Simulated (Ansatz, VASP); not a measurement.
## Two plane-wave programs on C

File INCAR:

```
SYSTEM = C
ALGO = Normal
EDIFF = 1E-6
ENCUT = 520
GGA = PS
ISIF = 2
ISMEAR = 0
IVDW = 12
LASPH = .True.
LCHARG = .False.
LREAL = .False.
LWAVE = .False.
NBANDS = 11
NELM = 100
PREC = Accurate
SIGMA = 0.15
```

Contents of KPOINTS:

```
k-points
0
Gamma
  21 21 12
  0 0 0
```

File POSCAR:

```
C
1.0
    2.4576582469      0.0000000000      0.0000000000
   -1.2288291235      2.1283944757      0.0000000000
    0.0000000000      0.0000000000      3.5294822413
C
2
Direct
    0.3333333333      0.6666666667     -0.0266328015
    0.6666666667      0.3333333333      0.0266328015
```

Input for Ansatz:

```yaml
crystal:
  lattice:
    - [2.4576582469, 0.0, 0.0]
    - [-1.2288291235, 2.1283944757, 0.0]
    - [0.0, 0.0, 3.5294822413]
  atoms:
    - { symbol: C, position: [0.3333333333, 0.6666666667, -0.0266328015] }
    - { symbol: C, position: [0.6666666667, 0.3333333333, 0.0266328015] }
basis:
  ecutwfc: 520.0
kpoints:
  mp_grid: { grid: [21, 21, 12] }
hamiltonian:
  xc: pbesol
  pseudopotentials: { kind: paw, azcp: { folder: soft_1 } }
  dispersion: d3bj
scf:
  occupations: { method: gaussian, width: 0.15 }
output:
  forces: true
  stress: true
  eigenvalues: true
```

Change from the starting cell: mode 4 frozen in at -0.094 Å and mode 5 at +0.000 Å (largest displacements).

Alike in both runs: task single point; functional PBEsol; dispersion D3(BJ); k mesh 21 × 21 × 12; occupations gaussian, width 0.15 eV; no spin polarisation.

```csv
,VASP,Ansatz
version,VASP 6.6.1,Ansatz 0.2.0
potentials or method,"VASP PAW PBE potentials, release 64 (C), cutoff 520 eV","scalar-relativistic, plane waves, PAW"
valence electrons in the cell,8,8
```

Ansatz gave:

* gap on the k mesh at the Fermi level (eV): none
* pressure (GPa): -2.1
* traceless stress, the component that is largest in VASP (GPa): -3.19
* rms of the force components (eV/Å): 1.846

Task: Which values does VASP return?

Result: gap on the k mesh at the Fermi level (eV): none; pressure (GPa): -1.4; traceless stress, the component that is largest in VASP (GPa): -3.94; rms of the force components (eV/Å): 1.835.

VASP's potentials were made for PBE, not for PBEsol, and Ansatz warns of the same on its side. Atom by atom the forces differ by 0.011 eV/Å (rms over components). A gap of «none» marks a metal or a gap that the smearing closes.
